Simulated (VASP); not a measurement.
# Mo (I4/mmm) in VASP: notebook

The runs below take Mo through single point, with PBEsol.

All numbers are computed with VASP 6.6.1; they aren't measurements. Logs are shortened: lines on timing, memory, paths and dates and some standing lists are left out, and cuts for length are marked.

## (1) The cell of the first run

It takes space group I4/mmm (No. 139, tetragonal). The conventional cell has a = 3.142 Å, b = 3.142 Å, c = 3.283 Å, α = 90.00°, β = 90.00°, γ = 90.00°. Within 3.6 Å of Mo (site symmetry 4/mmm) lie 14 Mo at 2.76 to 3.28 Å.

## (2) Single point, PBEsol (strain +0.0450 x Voigt [1, 0, 0, 0, 0, 0])

INCAR reads:

```
PREC = Accurate
ENCUT = 520
EDIFF = 1E-7
ISMEAR = 0
SIGMA = 0.15
LREAL = F
LASPH = T
NELM = 80
ALGO = Fast
ISIF = 2
LWAVE = F
LCHARG = F
GGA = PS
NBANDS = 13
```

KPOINTS reads:

```
Automatic mesh
0
Gamma
  22 22 22
```

POSCAR reads:

```
Mo
1.0
   -1.6416950000      1.5710000000      1.5710000000
    1.6416950000     -1.5710000000      1.5710000000
    1.6416950000      1.5710000000     -1.5710000000
Mo
1
Direct
    0.0000000000      0.0000000000      0.0000000000
```

Potentials or basis: VASP PAW PBE potentials, release 64 (Mo_sv).

Launch:

```console
$ cat potpaw_PBE.64/Mo_sv/POTCAR > POTCAR
$ mpirun -np 1 vasp_std > vasp.out
```

OUTCAR:

```text
PREC = Accurate
   ENCUT = 520
   EDIFF = 1E-7
   ISMEAR = 0
   LREAL = F
   LASPH = T
   NELM = 80
   ISIF = 2
   GGA = PS

 ion  position               nearest neighbor table
   1  0.000  0.000  0.000-

  LATTYP: Found a body centered tetragonal cell.
 ALAT       =     3.1420000000
 C/A-ratio  =     1.0450000000

  Lattice vectors:

 A1 = (  -1.6416950000,   1.5710000000,  -1.5710000000)
 A2 = (  -1.6416950000,  -1.5710000000,   1.5710000000)
 A3 = (   1.6416950000,   1.5710000000,   1.5710000000)

Analysis of symmetry for initial positions (statically):
=====================================================================
 Subroutine PRICEL returns:
 Original cell was already a primitive cell.

 Routine SETGRP: Setting up the symmetry group for a
 body centered tetragonal supercell.

 Subroutine GETGRP returns: Found 16 space group operations
 (whereof 16 operations were pure point group operations)
 out of a pool of 16 trial point group operations.

The static configuration has the point symmetry D_4h.

Analysis of symmetry for dynamics (positions and initial velocities):
=====================================================================
 Subroutine PRICEL returns:
 Original cell was already a primitive cell.

 Routine SETGRP: Setting up the symmetry group for a
 body centered tetragonal supercell.

 Subroutine GETGRP returns: Found 16 space group operations
 (whereof 16 operations were pure point group operations)
 out of a pool of 16 trial point group operations.

The dynamic configuration has the point symmetry D_4h.

 Subroutine INISYM returns: Found 16 space group operations
 (whereof 16 operations are pure point group operations),
 and found     1 'primitive' translations

----------------------------------------------------------------------------------------

                                     Primitive cell

  volume of cell :      16.2071

  direct lattice vectors                    reciprocal lattice vectors
    -1.641695000  1.571000000  1.571000000     0.000000000  0.318268619  0.318268619
     1.641695000 -1.571000000  1.571000000     0.304563271  0.000000000  0.318268619
     1.641695000  1.571000000 -1.571000000     0.304563271  0.318268619  0.000000000

  length of vectors
     2.762470719  2.762470719  2.762470719     0.450099797  0.440515266  0.440515266

  position of ions in fractional coordinates (direct lattice)
     0.000000000  0.000000000  0.000000000

  ion indices of the primitive-cell ions
   primitive index   ion index
                 1           1

----------------------------------------------------------------------------------------

 KPOINTS: Automatic mesh

Automatic generation of k-mesh.
 Grid dimensions read from file:
 generate k-points for:   22   22   22

 Generating k-lattice:

  Cartesian coordinates                     Fractional coordinates (reciprocal lattice)
     0.000000000  0.014466755  0.014466755     0.045454545  0.000000000  0.000000000
     0.013843785  0.000000000  0.014466755     0.000000000  0.045454545 -0.000000000
     0.013843785  0.014466755  0.000000000     0.000000000 -0.000000000  0.045454545

  Length of vectors
     0.020459082  0.020023421  0.020023421

  Shift w.r.t. Gamma in fractional coordinates (k-lattice)
     0.000000000  0.000000000  0.000000000

 Subroutine IBZKPT returns following result:
 ===========================================

 Found    834 irreducible k-points:

 Following reciprocal coordinates:
            Coordinates               Weight
  0.000000  0.000000  0.000000      1.000000
  0.045455  0.000000  0.000000      4.000000
  0.090909  0.000000  0.000000      4.000000
  0.136364  0.000000  0.000000      4.000000
  0.181818  0.000000  0.000000      4.000000
  0.227273  0.000000  0.000000      4.000000
[... 16 lines left out ...]
  0.454545  0.045455 -0.000000     16.000000
  0.000000  0.090909  0.000000      8.000000
 [... further k-points ...]
   k-points           NKPTS =    834   k-points in BZ     NKDIM =    834   number of bands    NBANDS=     13
   number of dos      NEDOS =    301   number of ions     NIONS =      1
   total plane-waves  NPLWV =  13824
   dimension x,y,z NGX =    24 NGY =   24 NGZ =   24
   dimension x,y,z NGXF=    48 NGYF=   48 NGZF=   48
   ions per type =               1
   NGX,Y,Z   is equivalent  to a cutoff of  14.44, 14.44, 14.44 a.u.
   NGXF,Y,Z  is equivalent  to a cutoff of  28.89, 28.89, 28.89 a.u.
 SYSTEM =  unknown system
   PREC   = accura    normal or accurate (medium, high low for compatibility)
   ISTART =      0    job   : 0-new  1-cont  2-samecut
   ICHARG =      2    charge: 1-file 2-atom 10-const
   ISPIN  =      1    spin polarized calculation?
   LNONCOLLINEAR =      F non collinear calculations
   LSORBIT =      F    spin-orbit coupling
   LASPH  =      T    aspherical Exc in radial PAW
   ENCUT  =  520.0 eV  38.22 Ry    6.18 a.u.   5.14  5.14  5.14*2*pi/ulx,y,z
   NELM   =     80;   NELMIN=  2; NELMDL= -5     # of ELM steps
   EDIFF  = 0.1E-06   stopping-criterion for ELM
   LREAL  =      F    real-space projection
   EDIFFG = 0.1E-05   stopping-criterion for IOM
   NSW    =      0    number of steps for IOM
   IBRION =     -1    ionic relax: 0-MD 1-quasi-New 2-CG
   NFREE  =      0    steps in history (QN), initial steepest desc. (CG)
   ISIF   =      2    stress and relaxation
   ISYM   =      2    0-nonsym 1-usesym 2-fastsym
   POTIM  = 0.5000    time-step for ionic-motion
   TEBEG  =    0.0;   TEEND  =   0.0 temperature during run
   PSTRESS=    0.0 pullay stress
   NELECT =      14.0000    total number of electrons
   NUPDOWN=      -1.0000    fix difference up-down
   EMIN   =  10.00;   EMAX   =-10.00  energy-range for DOS
   EFERMI =   0.00;   METHOD = LEGACY
   ISMEAR =     0;   SIGMA  =   0.15  broadening in eV -4-tet -1-fermi 0-gaus
   EFERMI_NEDOS =   21; number of points for ismear=-14 and -15
   IALGO  =     68    algorithm
   IMIX   =      4    mixing-type and parameters
     AMIX     =   0.40;   BMIX     =  1.00
     AMIX_MAG =   1.60;   BMIX_MAG =  1.00
  volume/ion in A,a.u.               =      16.21       109.37
  Fermi-wavevector in a.u.,A,eV,Ry     =   1.559131  2.946330 33.074253  2.430889
  Thomas-Fermi vector in A             =   2.662534
   LORBIT       =      0    0 simple, 1 ext, 2 COOP (PROOUT), +10 PAW based schemes
   GGA     = PS    functional components
   LHFCALC =     F    Hartree Fock is set to
   AEXX    =    0.0000 exact exchange contribution
   IVDW    =     0    specifies the selected vdW correction
   LEPSILON=     F    determine dielectric tensor
   LRPA    =     F    only Hartree local field effects (RPA)
 non-spin polarized calculation
 RMM-DIIS sequential band-by-band and
 Gauss-broadening in eV      SIGMA  =   0.15
  energy-cutoff  :      520.00
  volume of cell :       16.21
 maximum number of plane-waves:       452
 NGX is ok and might be reduce to    24
   NGX = 11   NGY = 11   NGZ = 11

 number of electron      14.0000000 magnetization

 Free energy of the ion-electron system (eV)
  ---------------------------------------------------
  ext. energy  EPLUGINS =         0.00000000
  ---------------------------------------------------
  free energy    TOTEN  =       -11.72576498 eV

  energy without entropy =      -11.71830270  energy(sigma->0) =      -11.72203384

 E-fermi :  11.8770     XC(G=0): -13.3253

 val. band max:       11.8746737926   @ k =   0.3636   0.0909  -0.0000
 cond. band min:      11.8783025026   @ k =   0.4091   0.1364   0.0000
 fundamental gap:      0.0036287101
 Fermi energy:        11.8770056205

 k-point     1 :       0.0000    0.0000    0.0000
  band No.  band energies     occupation
      1     -49.2990      2.00000
      2     -22.6730      2.00000
      3     -22.6613      2.00000
      4     -22.6613      2.00000
      5       4.7305      2.00000
      6      10.4561      2.00000
      7      10.4561      2.00000
      8      10.9219      2.00000
      9      13.1558      0.00000
     10      13.7484      0.00000
     11      26.1310      0.00000
     12      26.9356      0.00000
     13      26.9356      0.00000

 k-point     2 :       0.0455    0.0000    0.0000
  band No.  band energies     occupation
      1     -49.2943      2.00000
      2     -22.6883      2.00000
      3     -22.6820      2.00000
      4     -22.6621      2.00000
      5       4.8220      2.00000
      6      10.4007      2.00000
      7      10.5401      2.00000
      8      10.9063      2.00000
      9      13.1658      0.00000
     10      13.6740      0.00000
     11      26.2881      0.00000
     12      27.0021      0.00000
     13      27.0988      0.00000

 k-point     3 :       0.0909    0.0000    0.0000
  band No.  band energies     occupation
      1     -49.2806      2.00000
      2     -22.7668      2.00000
      3     -22.7084      2.00000
      4     -22.6646      2.00000
      5       5.0885      2.00000
      6      10.2433      2.00000
      7      10.7901      2.00000
      8      10.8495      2.00000
      9      13.1973      0.00000
     10      13.4948      0.00000
     11      26.7497      0.00000
     12      27.1744      0.00000
     13      27.5275      0.00000
[... 305 lines left out ...]
 k-point    23 :       0.4545    0.0455   -0.0000
  band No.  band energies     occupation
      1     -49.0625      2.00000
      2     -23.8962      2.00000
      3     -23.1082      2.00000
      4     -22.7131      2.00000
      5       6.7861      2.00000
      6       8.3609      2.00000
      7      13.1396      0.00000
      8      13.8602      0.00000
      9      14.5194      0.00000
     10      16.5984      0.00000
     11      23.2728      0.00000
     12      23.7839      0.00000
     13      28.0537      0.00000

 k-point    24 :       0.0000    0.0909    0.0000
  band No.  band energies     occupation
      1     -49.2813      2.00000
      2     -22.7737      2.00000
      3     -22.6928      2.00000
      4     -22.6670      2.00000
      5       5.0727      2.00000
      6      10.4306      2.00000
      7      10.4315      2.00000
      8      11.0851      2.00000
      9      12.9701      0.00000
     10      13.6743      0.00000
     11      26.5775      0.00000
     12      27.3300      0.00000
     13      27.5090      0.00000

 [... further k-points ...]
[... 5 lines left out ...]
  --------------------------------------------------------------------------------------
  -------------------------------------------------------------------------------------
  Total       -2.1326835     -0.9360742     -0.9360742      0.0000000      0.0000000      0.0000000
  in kB     -210.8298779    -92.5371266    -92.5371266      0.0000000      0.0000000      0.0000000
  external PRESSURE =    -131.9680437 kB  Pullay stress =       0.0000000 kB

 VOLUME and BASIS-vectors are now :
 -----------------------------------------------------------------------------
  energy-cutoff  :      520.00
  volume of cell :       16.21
      direct lattice vectors                 reciprocal lattice vectors
    -1.641695000  1.571000000  1.571000000     0.000000000  0.318268619  0.318268619
     1.641695000 -1.571000000  1.571000000     0.304563271  0.000000000  0.318268619
     1.641695000  1.571000000 -1.571000000     0.304563271  0.318268619  0.000000000

 POSITION                                       TOTAL-FORCE (eV/Angst)
 -----------------------------------------------------------------------------------
      0.00000      0.00000      0.00000         0.000000      0.000000      0.000000
 -----------------------------------------------------------------------------------
    total drift:                                0.000000      0.000000     -0.000000

  FREE ENERGIE OF THE ION-ELECTRON SYSTEM (eV)
  ---------------------------------------------------
  free  energy   TOTEN  =       -11.7257649803 eV

  energy  without entropy=      -11.7183027005  energy(sigma->0) =      -11.72203384
```

Wall time 96 s (1 thread of Intel Xeon Platinum 8488C (Sapphire Rapids), shared host); peak memory 0.27 GiB.

Results:

```yaml
Free_energy: -11.7258 eV
Pressure: -13.2 GPa
Band_gap_on_the_k_mesh: zero (bands 7 and 8 overlap by 4.76 eV)
```

Caveat: the cell differs from its parent crystal (strain +0.0450 x Voigt [1, 0, 0, 0, 0, 0]); the stress differs along the axes, from -21 to -9 GPa; the PAW data sets were made with another functional, which shifts forces and pressure a little.

## (3) Single point, PBEsol (strain +0.0600 x Voigt [1, 0, 0, 0, 0, 0])

INCAR reads:

```
SYSTEM = Mo
PREC = Accurate ; ENCUT = 520
EDIFF = 1E-6 ; ISMEAR = 0
SIGMA = 0.15 ; LREAL = .FALSE.
LASPH = .TRUE. ; NELM = 100
ALGO = Fast ; ISIF = 2
LWAVE = .FALSE. ; LCHARG = .FALSE.
GGA = PS ; NBANDS = 13
```

KPOINTS reads:

```
regular mesh
0
G
  22 22 22
  0 0 0
```

POSCAR reads:

```
Mo
1.0
   -1.6652600000      1.5710000000      1.5710000000
    1.6652600000     -1.5710000000      1.5710000000
    1.6652600000      1.5710000000     -1.5710000000
Mo
1
Direct
    0.0000000000      0.0000000000      0.0000000000
```

Potentials or basis: VASP PAW PBE potentials, release 64 (Mo_sv).

Launch:

```console
$ cat potpaw_PBE.64/Mo_sv/POTCAR > POTCAR
$ mpirun -np 1 vasp_std > vasp.out
```

OUTCAR:

```text
SYSTEM = Mo
   PREC = Accurate
   ENCUT = 520
   EDIFF = 1E-6
   ISMEAR = 0
   LREAL = .FALSE.
   LASPH = .TRUE.
   NELM = 100
   ISIF = 2
   GGA = PS

 ion  position               nearest neighbor table
   1  0.000  0.000  0.000-

  LATTYP: Found a body centered tetragonal cell.
 ALAT       =     3.1420000000
 C/A-ratio  =     1.0600000000

  Lattice vectors:

 A1 = (  -1.6652600000,   1.5710000000,  -1.5710000000)
 A2 = (  -1.6652600000,  -1.5710000000,   1.5710000000)
 A3 = (   1.6652600000,   1.5710000000,   1.5710000000)

Analysis of symmetry for initial positions (statically):
=====================================================================
 Subroutine PRICEL returns:
 Original cell was already a primitive cell.

 Routine SETGRP: Setting up the symmetry group for a
 body centered tetragonal supercell.

 Subroutine GETGRP returns: Found 16 space group operations
 (whereof 16 operations were pure point group operations)
 out of a pool of 16 trial point group operations.

The static configuration has the point symmetry D_4h.

Analysis of symmetry for dynamics (positions and initial velocities):
=====================================================================
 Subroutine PRICEL returns:
 Original cell was already a primitive cell.

 Routine SETGRP: Setting up the symmetry group for a
 body centered tetragonal supercell.

 Subroutine GETGRP returns: Found 16 space group operations
 (whereof 16 operations were pure point group operations)
 out of a pool of 16 trial point group operations.

The dynamic configuration has the point symmetry D_4h.

 Subroutine INISYM returns: Found 16 space group operations
 (whereof 16 operations are pure point group operations),
 and found     1 'primitive' translations

----------------------------------------------------------------------------------------

                                     Primitive cell

  volume of cell :      16.4397

  direct lattice vectors                    reciprocal lattice vectors
    -1.665260000  1.571000000  1.571000000     0.000000000  0.318268619  0.318268619
     1.665260000 -1.571000000  1.571000000     0.300253414  0.000000000  0.318268619
[... 117 lines left out ...]
  energy-cutoff  :      520.00
  volume of cell :       16.44
 maximum number of plane-waves:       458
 NGX is ok and might be reduce to    24
   NGX = 11   NGY = 11   NGZ = 11

 number of electron      13.9999999 magnetization

 Free energy of the ion-electron system (eV)
  ---------------------------------------------------
  ext. energy  EPLUGINS =         0.00000000
  ---------------------------------------------------
  free energy    TOTEN  =       -11.69161706 eV

  energy without entropy =      -11.68399959  energy(sigma->0) =      -11.68780833

 E-fermi :  11.6568     XC(G=0): -13.2456

 val. band max:       11.6547929904   @ k =  -0.4545   0.5000   0.2727
 cond. band min:      11.6578905684   @ k =   0.3182  -0.2273   0.2273
 fundamental gap:      0.0030975781
 Fermi energy:        11.6567964239

 k-point     1 :       0.0000    0.0000    0.0000
  band No.  band energies     occupation
      1     -49.5199      2.00000
      2     -22.9237      2.00000
      3     -22.9103      2.00000
      4     -22.9103      2.00000
      5       4.5602      2.00000
      6      10.2296      2.00000
      7      10.2296      2.00000
      8      10.8272      2.00000
      9      12.8116      0.00000
     10      13.5670      0.00000
     11      25.7426      0.00000
     12      26.7878      0.00000
     13      26.7878      0.00000
[... 354 lines left out ...]
  band No.  band energies     occupation
      1     -49.5032      2.00000
      2     -23.0187      2.00000
      3     -22.9399      2.00000
      4     -22.9168      2.00000
      5       4.8957      2.00000
      6      10.2070      2.00000
      7      10.2340      2.00000
      8      10.9590      2.00000
      9      12.6436      0.00000
     10      13.4815      0.00000
     11      26.2060      0.00000
     12      27.1190      0.00000
     13      27.3481      0.00000

 [... further k-points ...]

------------------------ aborting loop because EDIFF is reached ----------------------------------------

  FORCE on cell =-STRESS in cart. coord.  units (eV):
  Direction    XX          YY          ZZ          XY          YZ          ZX
  --------------------------------------------------------------------------------------
  -------------------------------------------------------------------------------------
  Total       -2.6613387     -1.1400962     -1.1400962     -0.0000000      0.0000000      0.0000000
  in kB     -259.3679564   -111.1111541   -111.1111541     -0.0000000      0.0000000      0.0000000
  external PRESSURE =    -160.5300882 kB  Pullay stress =       0.0000000 kB

 VOLUME and BASIS-vectors are now :
 -----------------------------------------------------------------------------
  energy-cutoff  :      520.00
  volume of cell :       16.44
      direct lattice vectors                 reciprocal lattice vectors
    -1.665260000  1.571000000  1.571000000     0.000000000  0.318268619  0.318268619
     1.665260000 -1.571000000  1.571000000     0.300253414  0.000000000  0.318268619
     1.665260000  1.571000000 -1.571000000     0.300253414  0.318268619  0.000000000

 POSITION                                       TOTAL-FORCE (eV/Angst)
 -----------------------------------------------------------------------------------
      0.00000      0.00000      0.00000        -0.000000     -0.000000      0.000000
 -----------------------------------------------------------------------------------
    total drift:                                0.000000      0.000000     -0.000000

  FREE ENERGIE OF THE ION-ELECTRON SYSTEM (eV)
  ---------------------------------------------------
  free  energy   TOTEN  =       -11.6916170632 eV

  energy  without entropy=      -11.6839995891  energy(sigma->0) =      -11.68780833
```

stdout:

```text
POSCAR found type information on POSCAR Mo
 POSCAR found :  1 types and       1 ions
 scaLAPACK will be used
 -----------------------------------------------------------------------------
|                                                                             |
|                                                                             |
|     You enforced a specific xc type in the INCAR file but a different       |
|     I HOPE YOU KNOW WHAT YOU ARE DOING!                                     |
|                                                                             |
 -----------------------------------------------------------------------------

 LDA part: xc-table for (Slater+PW92), standard interpolation
 POSCAR, INCAR and KPOINTS ok, starting setup
 FFT: planning ... GRIDC
 FFT: planning ... GRID_SOFT
 FFT: planning ... GRID
 WAVECAR not read
 entering main loop
WARNING in EDDRMM: call to ZHEGV failed, returncode =   8  4     13
WARNING in EDDRMM: call to ZHEGV failed, returncode =   8  4     13
```

It took 75 s on 1 thread of Intel Xeon Platinum 8488C (Sapphire Rapids), shared host; peak memory 0.27 GiB.

Results:

| Item | Value |
| --- | --- |
| Free energy | -11.6916 eV |
| Pressure | -16.1 GPa |
| Band gap on the k mesh | zero (bands 7 and 8 overlap by 4.59 eV) |

Stress tensor (GPa, compression positive):
```
-25.94   0.00   0.00
  0.00 -11.11   0.00
  0.00   0.00 -11.11
```

Caveat: the cell differs from its parent crystal (strain +0.0600 x Voigt [1, 0, 0, 0, 0, 0]); the stress differs along the axes, from -26 to -11 GPa; the PAW data sets were made with another functional, which shifts forces and pressure a little.
